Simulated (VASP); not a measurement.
A run of VASP 6.6.1 is set up as follows.

File POSCAR:

```
LiF
1.0
    2.5595330000      0.0000000000      0.0000000000
    0.0000000000      2.5595330000      0.0000000000
    0.0000000000      0.0000000000      2.5595330000
Li F
1 1
Direct
    0.0000000000      0.0000000000      0.0000000000
    0.5000000000      0.5000000000      0.5000000000
```

INCAR.step1

```
SYSTEM = LiF
PREC     = Accurate       ! precision mode
ENCUT    = 520            ! plane-wave cutoff, eV
ISMEAR   = 0              ! smearing method
SIGMA    = 0.05           ! smearing width, eV
LREAL    = .False.        ! projectors in reciprocal space
LASPH    = .True.         ! aspherical terms in the spheres
NELM     = 60             ! most SCF steps
NBANDS   = 12             ! bands
GGA      = PE             ! functional
ALGO     = Normal         ! electronic algorithm
EDIFF    = 1E-4           ! SCF threshold, eV
LWAVE    = .True.         ! write WAVECAR
LCHARG   = .False.        ! write CHGCAR
```

Contents of INCAR.step2:

```
SYSTEM = LiF
PREC     = Accurate       ! precision mode
ENCUT    = 520            ! plane-wave cutoff, eV
EDIFF    = 1E-6           ! SCF threshold, eV
ISMEAR   = 0              ! smearing method
SIGMA    = 0.05           ! smearing width, eV
LREAL    = .False.        ! projectors in reciprocal space
LASPH    = .True.         ! aspherical terms in the spheres
NELM     = 60             ! most SCF steps
ALGO     = Normal         ! electronic algorithm
ISIF     = 2              ! what is computed and relaxed
LWAVE    = .False.        ! write WAVECAR
LCHARG   = .False.        ! write CHGCAR
METAGGA  = R2SCAN         ! meta-GGA
LMIXTAU  = .True.       
NBANDS   = 12             ! bands
ISTART   = 1
```

File KPOINTS:

```
regular mesh
0
Gamma
  10 10 10
  0 0 0
```

Potentials or basis: VASP PAW PBE potentials, release 64 (Li_sv, F).

Run with:

```sh
$ cat potpaw_PBE.64/Li_sv/POTCAR potpaw_PBE.64/F/POTCAR > POTCAR
$ cp INCAR.step1 INCAR
$ mpirun -np 1 vasp_std > vasp.out
$ cp INCAR.step2 INCAR
$ mpirun -np 1 vasp_std > vasp.out
```

Question: Predict the band gap on the k mesh.

Answer: 8.64 eV, indirect (least direct gap 9.32 eV).

 A k mesh can miss the band edges.
